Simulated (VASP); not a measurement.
A run of VASP 6.6.1:

Contents of INCAR:

```
PREC = Accurate ; ENCUT = 520
EDIFF = 1E-7 ; ISMEAR = 0
SIGMA = 0.01 ; LREAL = F
LASPH = T ; NELM = 80
ALGO = Normal ; ISIF = 2
LWAVE = F ; LCHARG = T
GGA = PE ; IVDW = 12
LELF = T ; LVHAR = T
NBANDS = 32
```

The input KPOINTS:

```
Automatic mesh
0
Gamma
  5 5 5
```

File POSCAR:

```
Bi2Se3
1.0
    2.0183610124      1.1653012712      9.3004724322
   -2.0183610124      1.1653012712      9.3004724322
    0.0000000000     -2.3306025522      9.3004724322
Bi Se
2 3
Direct
    0.4008000000      0.4008000000      0.4008000000
    0.5992000000      0.5992000000      0.5992000000
    0.0000000000      0.0000000000      0.0000000000
    0.2117000000      0.2117000000      0.2117000000
    0.7883000000      0.7883000000      0.7883000000
```

Potentials or basis: VASP PAW PBE potentials, release 64 (Bi_d, Se).

Run with:

```console
$ cat potpaw_PBE.64/Bi_d/POTCAR potpaw_PBE.64/Se/POTCAR > POTCAR
$ mpirun -np 1 vasp_std > vasp.out
```

Hardware: 1 thread of Intel(R) Xeon(R) Platinum 8259CL CPU @ 2.50GHz (Skylake/Cascade Lake), on a shared host.

**Question.** How long does it take, and how much memory?

**Answer.** Wall time 13 min on 1 thread of Intel(R) Xeon(R) Platinum 8259CL CPU @ 2.50GHz (Skylake/Cascade Lake) (shared host), peak memory 0.68 GiB. Counts: scf iterations 14, k points 19.
